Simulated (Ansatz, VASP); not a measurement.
# Si in VASP and in Ansatz

The input INCAR:

```
SYSTEM = Si
PREC = Accurate
ENCUT = 500
EDIFF = 1E-6
ISMEAR = 0
SIGMA = 0.01
LREAL = .FALSE.
LASPH = .TRUE.
NELM = 120
ALGO = Normal
ISIF = 2
LWAVE = .FALSE.
LCHARG = .FALSE.
GGA = CA
NBANDS = 11
GGA_COMPAT = .FALSE.
```

Contents of KPOINTS:

```
regular mesh
0
G
  10 10 10
  0 0 0
```

Contents of POSCAR:

```
Si
1.0
    0.0000000000      2.7008716986      2.7008716986
    2.7008716986      0.0000000000      2.7008716986
    2.7008716986      2.7008716986      0.0000000000
Si
2
Direct
    0.0000000000      0.0000000000      0.0000000000
    0.2500000000      0.2500000000      0.2500000000
```

Input for Ansatz:

```yaml
crystal:
  lattice:
    - [0.0, 2.7008716986, 2.7008716986]
    - [2.7008716986, 0.0, 2.7008716986]
    - [2.7008716986, 2.7008716986, 0.0]
  atoms:
    - { symbol: Si, position: [0.0, 0.0, 0.0] }
    - { symbol: Si, position: [0.25, 0.25, 0.25] }
basis:
  ecutwfc: 420
kpoints:
  mp_grid: { grid: [10, 10, 10] }
  band_path:
    path:
      - [0.0, 0.0, 0.0]
      - [0.0, 0.0, 0.0]
      - [0.4230113004, 0.4230113004, 0.0]
      - [0.5, 0.5, 0.5]
      - [0.005158285, 0.005158285, 0.0]
      - [-0.005158285, -0.005158285, 0.0]
      - [0.0059562744, 0.0059562744, 0.0059562744]
      - [-0.0059562744, -0.0059562744, -0.0059562744]
      - [0.005158285, 0.005158285, 0.0]
      - [-0.005158285, -0.005158285, 0.0]
      - [0.4281695854, 0.4281695854, 0.0]
      - [0.4178530154, 0.4178530154, 0.0]
      - [0.4230113004, 0.4281695854, 0.005158285]
      - [0.4230113004, 0.4178530154, -0.005158285]
      - [0.5059562744, 0.5059562744, 0.5059562744]
      - [0.4940437256, 0.4940437256, 0.4940437256]
      - [0.4963525417, 0.5036474583, 0.5]
      - [0.5036474583, 0.4963525417, 0.5]
    npoints: 1
hamiltonian:
  xc: lda
  pseudopotentials: { kind: paw, azcp: { folder: soft_1 } }
scf:
  occupations: { method: fixed }
  n_extra_bands: 5
output:
  forces: true
  stress: true
  eigenvalues: true
```

Alike in both runs: task single point; functional LDA; k mesh 10 × 10 × 10; no spin polarisation.

|  | VASP | Ansatz |
| --- | --- | --- |
| version | VASP 6.6.1 | Ansatz 0.2.0 |
| potentials or method | VASP PAW LDA potentials, release 64 (Si), cutoff 500 eV | scalar-relativistic, plane waves, PAW |
| occupations | gaussian, width 0.01 eV | fixed |
| valence electrons in the cell | 8 | 8 |

|  | VASP | Ansatz | Ansatz less VASP |
| --- | --- | --- | --- |
| gap on the k mesh at the Fermi level (eV) | 0.45 | 0.46 | +0.003 |
| least direct gap on the mesh (eV) | 2.53 | 2.53 | +0.001 |
| pressure (GPa) | 0.1 | 0.0 | -0.06 |

Ansatz warns that its potentials were made for another functional, while VASP's fit it. LDA's correlation is that of Perdew and Zunger in VASP and of Perdew and Wang (1992) in Ansatz.
